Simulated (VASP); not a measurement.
# NbCd3 (Pm-3m) in VASP: notebook

Runs on NbCd3. Level: PBE. Tasks: single point, relaxation of cell and atoms.

Everything below comes from runs of VASP 6.6.1. Logs are shortened: lines on timing, memory, paths and dates and some standing lists are left out, and cuts for length are marked.

## (1) The cell of the first run

Symmetry: Pm-3m, No. 221, cubic system. Conventional cell: a = 4.309 Å, b = 4.309 Å, c = 4.309 Å, α = 90.00°, β = 90.00°, γ = 90.00°. Within 4.0 Å of Nb (site symmetry m-3m) lie 12 Cd at 3.05 Å. Cd (site symmetry 4/mmm) has 4 Nb at 3.05 Å and 8 Cd at 3.05 Å within 4.0 Å.

## (2) Single point, PBE

INCAR

```
SYSTEM = NbCd3
ALGO = Normal
EDIFF = 1E-6
ENCUT = 520
GGA = PE
ISIF = 2
ISMEAR = 0
LASPH = .TRUE.
LCHARG = .FALSE.
LREAL = .FALSE.
LWAVE = .FALSE.
NBANDS = 32
NELM = 60
PREC = Accurate
SIGMA = 0.1
```

KPOINTS

```
k-points
0
G
  8 8 8
  0 0 0
```

POSCAR

```
NbCd3
1.0
    4.3085788553      0.0000000000      0.0000000000
    0.0000000000      4.3085788553      0.0000000000
    0.0000000000      0.0000000000      4.3085788553
Nb Cd
1 3
Direct
    0.0000000000      0.0000000000      0.0000000000
    0.0000000000      0.5000000000      0.5000000000
    0.5000000000      0.0000000000      0.5000000000
    0.5000000000      0.5000000000      0.0000000000
```

Potentials or basis: VASP PAW PBE potentials, release 64 (Nb_sv, Cd).

Started as:

```
$ cat potpaw_PBE.64/Nb_sv/POTCAR potpaw_PBE.64/Cd/POTCAR > POTCAR
$ mpirun -np 1 vasp_std > vasp.out
```

OUTCAR:

```text
SYSTEM = NbCd3
   EDIFF = 1E-6
   ENCUT = 520
   GGA = PE
   ISIF = 2
   ISMEAR = 0
   LASPH = .TRUE.
   LREAL = .FALSE.
   NELM = 60
   PREC = Accurate

 ion  position               nearest neighbor table
   1  0.000  0.000  0.000-   2 3.05   3 3.05   4 3.05   2 3.05   3 3.05   2 3.05   4 3.05   2 3.05
                             3 3.05   4 3.05   3 3.05   4 3.05
   2  0.000  0.500  0.500-   1 3.05   3 3.05   4 3.05   1 3.05   4 3.05   1 3.05   3 3.05   1 3.05
                             3 3.05   4 3.05   4 3.05   3 3.05
   3  0.500  0.000  0.500-   1 3.05   2 3.05   4 3.05   1 3.05   4 3.05   2 3.05   4 3.05   4 3.05
                             1 3.05   2 3.05   1 3.05   2 3.05
   4  0.500  0.500  0.000-   1 3.05   2 3.05   3 3.05   2 3.05   3 3.05   1 3.05   3 3.05   3 3.05
                             1 3.05   2 3.05   2 3.05   1 3.05

  LATTYP: Found a simple cubic cell.
 ALAT       =     4.3085788553

  Lattice vectors:

 A1 = (   4.3085788553,   0.0000000000,   0.0000000000)
 A2 = (   0.0000000000,   4.3085788553,   0.0000000000)
 A3 = (   0.0000000000,   0.0000000000,   4.3085788553)

Analysis of symmetry for initial positions (statically):
=====================================================================
 Subroutine PRICEL returns:
 Original cell was already a primitive cell.

 Routine SETGRP: Setting up the symmetry group for a
 simple cubic supercell.

 Subroutine GETGRP returns: Found 48 space group operations
 (whereof 48 operations were pure point group operations)
 out of a pool of 48 trial point group operations.

The static configuration has the point symmetry O_h .

Analysis of symmetry for dynamics (positions and initial velocities):
=====================================================================
 Subroutine PRICEL returns:
 Original cell was already a primitive cell.

 Routine SETGRP: Setting up the symmetry group for a
 simple cubic supercell.

 Subroutine GETGRP returns: Found 48 space group operations
 (whereof 48 operations were pure point group operations)
 out of a pool of 48 trial point group operations.

The dynamic configuration has the point symmetry O_h .

 Subroutine INISYM returns: Found 48 space group operations
 (whereof 48 operations are pure point group operations),
 and found     1 'primitive' translations

----------------------------------------------------------------------------------------

                                     Primitive cell

  volume of cell :      79.9838

  direct lattice vectors                    reciprocal lattice vectors
     4.308578855  0.000000000  0.000000000     0.232095091  0.000000000  0.000000000
     0.000000000  4.308578855  0.000000000     0.000000000  0.232095091  0.000000000
     0.000000000  0.000000000  4.308578855     0.000000000  0.000000000  0.232095091

  length of vectors
     4.308578855  4.308578855  4.308578855     0.232095091  0.232095091  0.232095091

  position of ions in fractional coordinates (direct lattice)
     0.000000000  0.000000000  0.000000000
     0.000000000  0.500000000  0.500000000
     0.500000000  0.000000000  0.500000000
     0.500000000  0.500000000  0.000000000

  ion indices of the primitive-cell ions
   primitive index   ion index
                 1           1
                 2           2
                 3           3
                 4           4

----------------------------------------------------------------------------------------

 KPOINTS: k-points

Automatic generation of k-mesh.
 Grid dimensions read from file:
 generate k-points for:    8    8    8

 Generating k-lattice:

  Cartesian coordinates                     Fractional coordinates (reciprocal lattice)
     0.029011886  0.000000000  0.000000000     0.125000000  0.000000000  0.000000000
     0.000000000  0.029011886  0.000000000     0.000000000  0.125000000  0.000000000
     0.000000000  0.000000000  0.029011886     0.000000000  0.000000000  0.125000000

  Length of vectors
     0.029011886  0.029011886  0.029011886

  Shift w.r.t. Gamma in fractional coordinates (k-lattice)
     0.000000000  0.000000000  0.000000000

 Subroutine IBZKPT returns following result:
 ===========================================

 Found     35 irreducible k-points:

 Following reciprocal coordinates:
            Coordinates               Weight
  0.000000  0.000000  0.000000      1.000000
  0.125000  0.000000  0.000000      6.000000
  0.250000  0.000000  0.000000      6.000000
  0.375000  0.000000  0.000000      6.000000
  0.500000  0.000000  0.000000      3.000000
  0.125000  0.125000  0.000000     12.000000
[... 16 lines left out ...]
  0.375000  0.375000  0.125000     24.000000
  0.500000  0.375000  0.125000     24.000000
 [... further k-points ...]
   k-points           NKPTS =     35   k-points in BZ     NKDIM =     35   number of bands    NBANDS=     32
   number of dos      NEDOS =    301   number of ions     NIONS =      4
   total plane-waves  NPLWV =  32768
   dimension x,y,z NGX =    32 NGY =   32 NGZ =   32
   dimension x,y,z NGXF=    64 NGYF=   64 NGZF=   64
   ions per type =               1   3
   NGX,Y,Z   is equivalent  to a cutoff of  12.35, 12.35, 12.35 a.u.
   NGXF,Y,Z  is equivalent  to a cutoff of  24.69, 24.69, 24.69 a.u.
 SYSTEM =  NbCd3
   PREC   = accura    normal or accurate (medium, high low for compatibility)
   ISTART =      0    job   : 0-new  1-cont  2-samecut
   ICHARG =      2    charge: 1-file 2-atom 10-const
   ISPIN  =      1    spin polarized calculation?
   LNONCOLLINEAR =      F non collinear calculations
   LSORBIT =      F    spin-orbit coupling
   LASPH  =      T    aspherical Exc in radial PAW
   ENCUT  =  520.0 eV  38.22 Ry    6.18 a.u.   8.01  8.01  8.01*2*pi/ulx,y,z
   NELM   =     60;   NELMIN=  2; NELMDL= -5     # of ELM steps
   EDIFF  = 0.1E-05   stopping-criterion for ELM
   LREAL  =      F    real-space projection
   EDIFFG = 0.1E-04   stopping-criterion for IOM
   NSW    =      0    number of steps for IOM
   IBRION =     -1    ionic relax: 0-MD 1-quasi-New 2-CG
   NFREE  =      0    steps in history (QN), initial steepest desc. (CG)
   ISIF   =      2    stress and relaxation
   ISYM   =      2    0-nonsym 1-usesym 2-fastsym
   POTIM  = 0.5000    time-step for ionic-motion
   TEBEG  =    0.0;   TEEND  =   0.0 temperature during run
   PSTRESS=    0.0 pullay stress
   NELECT =      49.0000    total number of electrons
   NUPDOWN=      -1.0000    fix difference up-down
   EMIN   =  10.00;   EMAX   =-10.00  energy-range for DOS
   EFERMI =   0.00;   METHOD = LEGACY
   ISMEAR =     0;   SIGMA  =   0.10  broadening in eV -4-tet -1-fermi 0-gaus
   EFERMI_NEDOS =   21; number of points for ismear=-14 and -15
   IALGO  =     38    algorithm
   IMIX   =      4    mixing-type and parameters
     AMIX     =   0.40;   BMIX     =  1.00
     AMIX_MAG =   1.60;   BMIX_MAG =  1.00
  volume/ion in A,a.u.               =      20.00       134.94
  Fermi-wavevector in a.u.,A,eV,Ry     =   1.390399  2.627473 26.302914  1.933210
  Thomas-Fermi vector in A             =   2.514338
   LORBIT       =      0    0 simple, 1 ext, 2 COOP (PROOUT), +10 PAW based schemes
   GGA     = PE    functional components
   LHFCALC =     F    Hartree Fock is set to
   AEXX    =    0.0000 exact exchange contribution
   IVDW    =     0    specifies the selected vdW correction
   LEPSILON=     F    determine dielectric tensor
   LRPA    =     F    only Hartree local field effects (RPA)
 non-spin polarized calculation
 Gauss-broadening in eV      SIGMA  =   0.10
  energy-cutoff  :      520.00
  volume of cell :       79.98
 maximum number of plane-waves:      2192
   NGX = 17   NGY = 17   NGZ = 17

 number of electron      48.9999972 magnetization

 Free energy of the ion-electron system (eV)
  ---------------------------------------------------
  ext. energy  EPLUGINS =         0.00000000
  ---------------------------------------------------
  free energy    TOTEN  =       -11.88104017 eV

  energy without entropy =      -11.86972240  energy(sigma->0) =      -11.87538128

 E-fermi :   4.6674     XC(G=0): -11.5970

 val. band max:        4.6520986144   @ k =   0.3750   0.2500   0.1250
 cond. band min:       4.6734572089   @ k =   0.1250   0.0000   0.0000
 fundamental gap:      0.0213585945
 Fermi energy:         4.6673663761

 k-point     1 :       0.0000    0.0000    0.0000
  band No.  band energies     occupation
      1     -50.3181      2.00000
      2     -26.3641      2.00000
      3     -26.3641      2.00000
      4     -26.3641      2.00000
      5      -4.7476      2.00000
      6      -4.5560      2.00000
[... 24 lines left out ...]
     31      10.0688      0.00000
     32      12.0766      0.00000

 k-point     2 :       0.1250    0.0000    0.0000
  band No.  band energies     occupation
      1     -50.3180      2.00000
      2     -26.3665      2.00000
      3     -26.3642      2.00000
      4     -26.3642      2.00000
      5      -4.6986      2.00000
      6      -4.5374      2.00000
[... 24 lines left out ...]
     31      10.8347      0.00000
     32      12.1330      0.00000

 k-point     3 :       0.2500    0.0000    0.0000
  band No.  band energies     occupation
      1     -50.3178      2.00000
      2     -26.3724      2.00000
      3     -26.3644      2.00000
      4     -26.3644      2.00000
      5      -4.5666      2.00000
      6      -4.4886      2.00000
[... 24 lines left out ...]
     31      11.6932      0.00000
     32      11.6932      0.00000

 k-point     4 :       0.3750    0.0000    0.0000
  band No.  band energies     occupation
      1     -50.3177      2.00000
      2     -26.3782      2.00000
      3     -26.3646      2.00000
      4     -26.3646      2.00000
      5      -4.4324      2.00000
      6      -4.4018      2.00000
[... 654 lines left out ...]
     31      11.2313      0.00000
     32      12.3738      0.00000

 k-point    23 :       0.3750    0.3750    0.1250
  band No.  band energies     occupation
      1     -50.3173      2.00000
      2     -26.3764      2.00000
      3     -26.3756      2.00000
      4     -26.3665      2.00000
      5      -4.3104      2.00000
      6      -4.1736      2.00000
[... 24 lines left out ...]
     31      10.4729      0.00000
     32      11.5244      0.00000

 k-point    24 :       0.5000    0.3750    0.1250
  band No.  band energies     occupation
      1     -50.3172      2.00000
      2     -26.3779      2.00000
      3     -26.3756      2.00000
      4     -26.3666      2.00000
      5      -4.2420      2.00000
      6      -4.1721      2.00000
[... 24 lines left out ...]
     31      10.7100      0.00000
     32      12.0353      0.00000

 [... further k-points ...]
[... 5 lines left out ...]
  --------------------------------------------------------------------------------------
  -------------------------------------------------------------------------------------
  Total        0.1448216      0.1448216      0.1448216     -0.0000000     -0.0000000      0.0000000
  in kB        2.9009608      2.9009608      2.9009608     -0.0000000     -0.0000000      0.0000000
  external PRESSURE =       2.9009608 kB  Pullay stress =       0.0000000 kB

 VOLUME and BASIS-vectors are now :
 -----------------------------------------------------------------------------
  energy-cutoff  :      520.00
  volume of cell :       79.98
      direct lattice vectors                 reciprocal lattice vectors
     4.308578855  0.000000000  0.000000000     0.232095091  0.000000000  0.000000000
     0.000000000  4.308578855  0.000000000     0.000000000  0.232095091  0.000000000
     0.000000000  0.000000000  4.308578855     0.000000000  0.000000000  0.232095091

 POSITION                                       TOTAL-FORCE (eV/Angst)
 -----------------------------------------------------------------------------------
      0.00000      0.00000      0.00000         0.000000      0.000000      0.000000
      0.00000      2.15429      2.15429         0.000000      0.000000      0.000000
      2.15429      0.00000      2.15429         0.000000      0.000000      0.000000
      2.15429      2.15429      0.00000         0.000000      0.000000      0.000000
 -----------------------------------------------------------------------------------
    total drift:                                0.000000     -0.000000     -0.000000

  FREE ENERGIE OF THE ION-ELECTRON SYSTEM (eV)
  ---------------------------------------------------
  free  energy   TOTEN  =       -11.8810401696 eV

  energy  without entropy=      -11.8697223986  energy(sigma->0) =      -11.87538128
```

It took 71 s on 1 thread of Oxide Virtual Turin-like, shared host; peak memory 0.19 GiB.

Results:

- Free energy: -11.8810 eV
- Pressure: 0.3 GPa

## (3) Relaxation of cell and atoms, PBE

This run uses another cell than the first one, of 18.72 Å³/atom, 0.936 times its volume.

INCAR

```
  PREC = Accurate
  ENCUT = 600
  EDIFF = 1E-6
  ISMEAR = 0
  SIGMA = 0.1
  LREAL = False
  LASPH = True
  NELM = 100
  ALGO = Normal
  ISIF = 3
  LWAVE = False
  LCHARG = False
  GGA = PE
  IBRION = 2
  NSW = 90
  EDIFFG = -0.02
```

KPOINTS

```
regular mesh
0
Gamma
  8 8 8
```

POSCAR

```
NbCd3
1.0
    4.2150000000      0.0000000000      0.0000000000
    0.0000000000      4.2150000000      0.0000000000
    0.0000000000      0.0000000000      4.2150000000
Nb Cd
1 3
Direct
    0.0000000000      0.0000000000      0.0000000000
    0.0000000000      0.5000000000      0.5000000000
    0.5000000000      0.0000000000      0.5000000000
    0.5000000000      0.5000000000      0.0000000000
```

Potentials or basis: VASP PAW PBE potentials, release 64 (Nb_sv, Cd).

Started as:

```
$ cat potpaw_PBE.64/Nb_sv/POTCAR potpaw_PBE.64/Cd/POTCAR > POTCAR
$ mpirun -np 1 vasp_std > vasp.out
```

OUTCAR:

```text
PREC = Accurate
   ENCUT = 600
   EDIFF = 1E-6
   ISMEAR = 0
   LREAL = False
   LASPH = True
   NELM = 100
   ISIF = 3
   GGA = PE
   IBRION = 2
   NSW = 90
   EDIFFG = -0.02

 ion  position               nearest neighbor table
   1  0.000  0.000  0.000-   2 2.98   3 2.98   4 2.98   2 2.98   3 2.98   2 2.98   4 2.98   2 2.98
                             3 2.98   4 2.98   3 2.98   4 2.98
   2  0.000  0.500  0.500-   1 2.98   3 2.98   4 2.98   1 2.98   4 2.98   1 2.98   3 2.98   1 2.98
                             3 2.98   4 2.98   4 2.98   3 2.98
   3  0.500  0.000  0.500-   1 2.98   2 2.98   4 2.98   1 2.98   4 2.98   2 2.98   4 2.98   4 2.98
                             1 2.98   2 2.98   1 2.98   2 2.98
   4  0.500  0.500  0.000-   1 2.98   2 2.98   3 2.98   2 2.98   3 2.98   1 2.98   3 2.98   3 2.98
                             1 2.98   2 2.98   2 2.98   1 2.98

  LATTYP: Found a simple cubic cell.
 ALAT       =     4.2150000000

  Lattice vectors:

 A1 = (   4.2150000000,   0.0000000000,   0.0000000000)
[... 190 lines left out ...]
 Fermi energy:         5.2461742845

 k-point     1 :       0.0000    0.0000    0.0000
  band No.  band energies     occupation
      1     -49.6136      2.00000
      2     -25.6816      2.00000
      3     -25.6816      2.00000
      4     -25.6816      2.00000
      5      -4.4685      2.00000
      6      -4.2340      2.00000
[... 834 lines left out ...]
--------------------------------------- Ionic step        3  -------------------------------------------

 number of electron      48.9999987 magnetization

 Free energy of the ion-electron system (eV)
  ---------------------------------------------------
  ext. energy  EPLUGINS =         0.00000000
  ---------------------------------------------------
  free energy    TOTEN  =       -11.87659861 eV

  energy without entropy =      -11.86526470  energy(sigma->0) =      -11.87093165

 E-fermi :   4.6420     XC(G=0): -11.5811

 val. band max:        4.6264949013   @ k =   0.3750   0.2500   0.1250
 cond. band min:       4.6494718992   @ k =   0.1250   0.0000   0.0000
 fundamental gap:      0.0229769979
 Fermi energy:         4.6420429505

 k-point     1 :       0.0000    0.0000    0.0000
  band No.  band energies     occupation
      1     -50.3494      2.00000
      2     -26.3946      2.00000
      3     -26.3946      2.00000
      4     -26.3946      2.00000
      5      -4.7610      2.00000
      6      -4.5710      2.00000
[... 790 lines left out ...]
  FREE ENERGIE OF THE ION-ELECTRON SYSTEM (eV)
  ---------------------------------------------------
  free  energy   TOTEN  =       -11.8765986061 eV

  energy  without entropy=      -11.8652647037  energy(sigma->0) =      -11.87093165

 reached required accuracy - stopping structural energy minimisation
```

CONTCAR:

```text
NbCd3
   1.00000000000000
     4.3128412004057024    0.0000000000000000   -0.0000000000000000
     0.0000000000000000    4.3128412004057015    0.0000000000000000
     0.0000000000000000    0.0000000000000000    4.3128412004057024
  Nb              Cd
     1     3
Direct
     0.0000000000000000    0.0000000000000000    0.0000000000000000
     0.0000000000000000    0.5000000000000000    0.5000000000000000
     0.5000000000000000    0.0000000000000000    0.5000000000000000
     0.5000000000000000    0.5000000000000000    0.0000000000000000

  0.00000000E+00  0.00000000E+00  0.00000000E+00
  0.00000000E+00  0.00000000E+00  0.00000000E+00
  0.00000000E+00  0.00000000E+00  0.00000000E+00
  0.00000000E+00  0.00000000E+00  0.00000000E+00
```

It took 7.1 min on 1 thread of Oxide Virtual Turin-like, shared host; peak memory 0.23 GiB.

Results:

```yaml
Free_energy: -11.8766 eV
Relaxed_volume: 20.06 Å³/atom
Relaxed_cell: a = 4.313 Å, b = 4.313 Å, c = 4.313 Å, α = 90.00°, β = 90.00°, γ = 90.00°
Space_group_after_relaxing_to_0.05_Å: Pm-3m (No. 221)
Energy_gained_by_relaxing: 29.4 meV/atom
Ionic_steps: 3
Pressure_after_relaxing: 0.0 GPa
```

The path:
| step | energy change (eV) | largest force (eV/Å) | pressure (GPa) | volume (Å³) |
| --- | --- | --- | --- | --- |
| 1 | 0.0000 | 0.0000 | 7.64 | 74.88 |
| 2 | -0.0433 | 0.0000 | -4.72 | 84.98 |
| 3 | -0.1178 | 0.0000 | -0.04 | 80.22 |

Final structure:
```
Nb Cd
1.0
     4.31284    0.00000    0.00000
     0.00000    4.31284    0.00000
     0.00000    0.00000    4.31284
Nb Cd
1 3
Direct
  0.00000 0.00000 0.00000
  0.00000 0.50000 0.50000
  0.50000 0.00000 0.50000
  0.50000 0.50000 0.00000
```

PBE usually gives volumes a little too large and moduli too small. Zero-point motion and thermal expansion aren't in these numbers.
